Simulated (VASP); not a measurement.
Write the native input for VASP 6.6.1 that does the following.

```
Task                   : single point
Functional             : LDA
Potentials or basis    : VASP PAW LDA potentials, release 64 (As)
Cutoff                 : 520 eV
k mesh                 : 17 × 17 × 17, shifted
Occupations            : fermi-dirac, width 0.1 eV
Spin                   : no spin polarisation
Dipole correction      : no
Further INCAR settings : ALGO = Normal; EDIFF = 1e-07; NBANDS = 8; ISYM = 0
```

The structure of As lies in POSCAR:

```
As
1.0
    0.0000000000      1.8518430234      1.8518430234
    1.8518430234      0.0000000000      1.8518430234
    1.8518430234      1.8518430234      0.0000000000
As
1
Direct
    0.0000000000      0.0000000000      0.0000000000
```

This isn't the form of As at room conditions, which is rhombohedral.

The input as run:

INCAR

```
PREC = Accurate
ENCUT = 520
EDIFF = 1E-7
ISMEAR = -1
SIGMA = 0.1
LREAL = False
LASPH = True
NELM = 100
ALGO = Normal
ISIF = 2
LWAVE = False
LCHARG = False
NBANDS = 8
ISYM = 0
```

KPOINTS

```
Automatic mesh
0
Gamma
  17 17 17
  0.5 0.5 0.5
```

Potentials or basis: VASP PAW LDA potentials, release 64 (As).

Command:

```console
$ cat potpaw_LDA.64/As/POTCAR > POTCAR
$ mpirun -np 1 vasp_std > vasp.out
```

Results of the run:

```
Pressure               : 73.4 GPa
Band gap on the k mesh : zero (an odd number of electrons rules out a gap without spin polarisation)
```

Caveat: the cell stands under pressure.

Run time: 16 min on 1 thread of Intel Xeon 8259CL (shared host), peak memory 1 GiB.
